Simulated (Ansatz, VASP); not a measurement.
# BePd in VASP and in Ansatz

INCAR

```
ALGO     = Normal         # electronic algorithm
EDIFF    = 1E-8           # SCF threshold, eV
ENCUT    = 520            # plane-wave cutoff, eV
ISIF     = 2              # what is computed and relaxed
ISMEAR   = -1             # smearing method
LASPH    = T              # aspherical terms in the spheres
LCHARG   = F              # write CHGCAR
LEFG     = T            
LREAL    = F              # projectors in reciprocal space
LWAVE    = F              # write WAVECAR
NBANDS   = 13             # bands
NELM     = 80             # most SCF steps
PREC     = Accurate       # precision mode
SIGMA    = 0.08           # smearing width, eV
```

Contents of KPOINTS:

```
k-points
0
Gamma
  12 12 12
```

The input POSCAR:

```
BePd
1.0
    2.7941202365      0.0000000000      0.0000000000
    0.0000000000      2.7941202365      0.0000000000
    0.0000000000      0.0000000000      2.7941202365
Be Pd
1 1
Direct
    0.0000000000      0.0000000000      0.0000000000
    0.5000000000      0.5000000000      0.5000000000
```

Input for Ansatz:

```yaml
crystal:
  lattice:
    - [2.7941202365, 0.0, 0.0]
    - [0.0, 2.7941202365, 0.0]
    - [0.0, 0.0, 2.7941202365]
  atoms:
    - { symbol: Be, position: [0.0, 0.0, 0.0] }
    - { symbol: Pd, position: [0.5, 0.5, 0.5] }
kpoints:
  mp_grid: { grid: [12, 12, 12] }
scf:
  occupations: { method: fermi_dirac, width: 0.08 }
hamiltonian:
  xc: lda
  pseudopotentials: { kind: all_electron, datasets: crystal }
output:
  forces: true
  stress: true
  eigenvalues: true
  efg: { contact_densities: true }
```

Change from the starting cell: volume scaled by 0.98, crystal datasets.

Alike in both runs: task electric field gradients; functional LDA; k mesh 12 × 12 × 12; occupations fermi-dirac, width 0.08 eV; no spin polarisation.

|  | VASP | Ansatz |
| --- | --- | --- |
| version | VASP 6.6.1 | Ansatz 0.2.0 |
| potentials or method | VASP PAW LDA potentials, release 64 (Be, Pd), cutoff 520 eV | all-electron PAW with datasets made for the crystal, scalar-relativistic |

VASP gave:

- pressure (GPa): -3.8

**Question.** Which values does Ansatz return?

**Answer.** Pressure (GPa): -4.4.

LDA's correlation is that of Perdew and Zunger in VASP and of Perdew and Wang (1992) in Ansatz. Ansatz ran all-electron here, and VASP with PAW potentials.
